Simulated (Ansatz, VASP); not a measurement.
**Si53C in VASP and in Ansatz**

```
CELL_PARAMETERS angstrom
-8.20451 8.20451 0.00000
-8.20451 0.00000 8.20451
0.00000 8.20451 8.20451
ATOMIC_POSITIONS crystal
C 0.75000 0.75000 0.75000
Si 0.07789 0.74971 0.74971
Si 0.74971 0.07789 0.74971
Si 0.74971 0.74971 0.07789
Si 0.42268 0.74971 0.74971
Si 0.08327 0.08327 0.75020
Si 0.08327 0.75020 0.08327
Si 0.74971 0.42268 0.74971
Si 0.75020 0.08327 0.08327
Si 0.74971 0.74971 0.42268
Si 0.42268 0.07789 0.74971
Si 0.42268 0.74971 0.07789
Si 0.07789 0.42268 0.74971
Si 0.08327 0.08327 0.08327
Si 0.07789 0.74971 0.42268
Si 0.74971 0.42268 0.07789
Si 0.74971 0.07789 0.42268
Si 0.41674 0.41674 0.74977
Si 0.41694 0.08306 0.08306
Si 0.41674 0.74977 0.41674
Si 0.08306 0.41694 0.08306
Si 0.08306 0.08306 0.41694
Si 0.74977 0.41674 0.41674
Si 0.41694 0.41694 0.08306
Si 0.41694 0.08306 0.41694
Si 0.08306 0.41694 0.41694
Si 0.41674 0.41674 0.41674
Si 0.82241 0.82241 0.53278
Si 0.16693 0.83275 0.50016
Si 0.83275 0.16693 0.50016
Si 0.82241 0.82241 0.82241
Si 0.50016 0.83275 0.50016
Si 0.16668 0.16668 0.49996
Si 0.16663 0.83337 0.83337
Si 0.83275 0.50016 0.50016
Si 0.83337 0.16663 0.83337
Si 0.83337 0.83337 0.16663
Si 0.50016 0.16693 0.50016
Si 0.53278 0.82241 0.82241
Si 0.16693 0.50016 0.50016
Si 0.16663 0.16663 0.83337
Si 0.16663 0.83337 0.16663
Si 0.82241 0.53278 0.82241
Si 0.83337 0.16663 0.16663
Si 0.50000 0.50000 0.50000
Si 0.50016 0.16693 0.83275
Si 0.50016 0.83275 0.16693
Si 0.16693 0.50016 0.83275
Si 0.16668 0.16668 0.16668
Si 0.83275 0.50016 0.16693
Si 0.50016 0.50016 0.83275
Si 0.49996 0.16668 0.16668
Si 0.16668 0.49996 0.16668
Si 0.50016 0.50016 0.16693
```

Alike in both runs: functional PBE; k mesh 2 × 2 × 2; occupations gaussian, width 0.01 eV; no spin polarisation.

Ansatz relaxed the structure, and its values are those at the end. VASP's run is a single point on that final structure, the one shown.

|  | VASP | Ansatz |
| --- | --- | --- |
| version | VASP 6.6.1 | Ansatz 0.2.0 |
| potentials or method | VASP PAW PBE potentials, release 64 (C, Si), cutoff 520 eV | scalar-relativistic, plane waves, PAW |
| valence electrons in the cell | 216 | 216 |

```tsv
	VASP	Ansatz	Ansatz less VASP
gap on the k mesh at the Fermi level (eV)	0.33	0.33	-0.003
least direct gap on the mesh (eV)	0.33	0.33	-0.003
```
